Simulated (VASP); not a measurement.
Set up this calculation in VASP 6.6.1, as the native input.

- Task: relaxation of cell and atoms
- Functional: PBEsol
- Potentials or basis: VASP PAW PBE potentials, release 64 (Al, N)
- Cutoff: 600 eV
- k mesh: 12 × 12 × 6
- Occupations: fermi-dirac, width 0.02 eV
- Spin: no spin polarisation
- Dipole correction: no
- Further INCAR settings: ALGO = Normal; EDIFF = 1e-06; IBRION = 2; EDIFFG = -0.005; NSW = 80; ISIF = 3

The structure of AlN lies in POSCAR:

```
AlN
1.0
    3.3144687359      0.0000000000      0.0000000000
   -1.6572343680      2.8704141254      0.0000000000
    0.0000000000      0.0000000000      4.1862269413
Al N
2 2
Direct
    0.3333333333      0.6666666667      0.2500000000
    0.6666666667      0.3333333333      0.7500000000
    0.6666666667      0.3333333333      0.2500000000
    0.3333333333      0.6666666667      0.7500000000
```

The input as run:

INCAR

```
SYSTEM = AlN
PREC     = Accurate       ! precision mode
ENCUT    = 600            ! plane-wave cutoff, eV
EDIFF    = 1E-6           ! SCF threshold, eV
ISMEAR   = -1             ! smearing method
SIGMA    = 0.02           ! smearing width, eV
LREAL    = .FALSE.        ! projectors in reciprocal space
LASPH    = .TRUE.         ! aspherical terms in the spheres
NELM     = 60             ! most SCF steps
ALGO     = Normal         ! electronic algorithm
ISIF     = 3              ! what is computed and relaxed
LWAVE    = .FALSE.        ! write WAVECAR
LCHARG   = .FALSE.        ! write CHGCAR
GGA      = PS             ! functional
IBRION   = 2              ! ionic algorithm
NSW      = 80             ! ionic steps
EDIFFG   = -0.005         ! ionic threshold
```

KPOINTS

```
Automatic mesh
0
G
  12 12 6
  0 0 0
```

Potentials or basis: VASP PAW PBE potentials, release 64 (Al, N).

Run with:

```sh
$ cat potpaw_PBE.64/Al/POTCAR potpaw_PBE.64/N/POTCAR > POTCAR
$ mpirun -np 1 vasp_std > vasp.out
```

Results of the run:

| Property | Result |
| --- | --- |
| Relaxed volume | 9.76 Å³/atom |
| Relaxed cell | a = 3.301 Å, b = 3.301 Å, c = 4.139 Å, α = 90.00°, β = 90.00°, γ = 120.00° |
| Space group after relaxing (to 0.05 Å) | P6_3/mmc (No. 194) |
| Energy gained by relaxing | 2.5 meV/atom |
| Ionic steps | 8 |
| Pressure after relaxing | 0.0 GPa |
| Band gap on the k mesh | 3.35 eV, direct |

Caveat: the PAW data sets were made with another functional, which shifts forces and pressure a little.

Run time: 110 s on 1 thread of Intel(R) Xeon(R) Platinum 8259CL CPU @ 2.50GHz (Skylake/Cascade Lake), with other jobs on the host, peak memory 0.19 GiB.
